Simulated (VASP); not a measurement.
Set up this calculation in VASP 6.6.1, as the native input.

```yaml
Task: relaxation of cell and atoms
Functional: RPBE
Potentials_or_basis: VASP PAW PBE potentials, release 64 (Ca_sv)
Cutoff: 600 eV
k_mesh: 8 × 8 × 8
Occupations: fermi-dirac, width 0.05 eV
Spin: no spin polarisation
Dipole_correction: no
Further_INCAR_settings: ALGO = Normal; EDIFF = 1e-06; IBRION = 2; EDIFFG = -0.01; NSW = 80; ISIF = 3
```

The structure of Ca lies in POSCAR:

```
Ca
1.0
   -2.2400000000      2.2400000000      2.2400000000
    2.2400000000     -2.2400000000      2.2400000000
    2.2400000000      2.2400000000     -2.2400000000
Ca
1
Direct
    0.0000000000      0.0000000000      0.0000000000
```

These files were run (other wordings do the same):

INCAR

```
ALGO = Normal
EDIFF = 1E-6
EDIFFG = -0.01
ENCUT = 600
GGA = RP
IBRION = 2
ISIF = 3
ISMEAR = -1
LASPH = True
LCHARG = False
LREAL = False
LWAVE = False
NELM = 60
NSW = 80
PREC = Accurate
SIGMA = 0.05
```

KPOINTS

```
k-points
0
Gamma
  8 8 8
```

Potentials or basis: VASP PAW PBE potentials, release 64 (Ca_sv).

Command:

```console
$ cat potpaw_PBE.64/Ca_sv/POTCAR > POTCAR
$ mpirun -np 1 vasp_std > vasp.out
```

It gave:

```json
{
  "Relaxed volume": "44.60 Å³/atom",
  "Relaxed cell": "a = 3.869 Å, b = 3.869 Å, c = 3.869 Å, α = 109.47°, β = 109.47°, γ = 109.47°",
  "Space group after relaxing (to 0.05 Å)": "Im-3m (No. 229)",
  "Energy gained by relaxing": "0.1 meV/atom",
  "Ionic steps": "3",
  "Pressure after relaxing": "0.0 GPa",
  "Band gap on the k mesh": "zero (band 5 reaches 2.24 eV, above the bottom of band 6 at 1.80 eV)"
}
```

Caveat: the PAW data sets were made with another functional, which shifts forces and pressure a little.

Run time: 17 s on 1 thread of AMD EPYC 9R45 96-Core Processor (Zen 5), with other jobs on the host, peak memory 0.16 GiB.
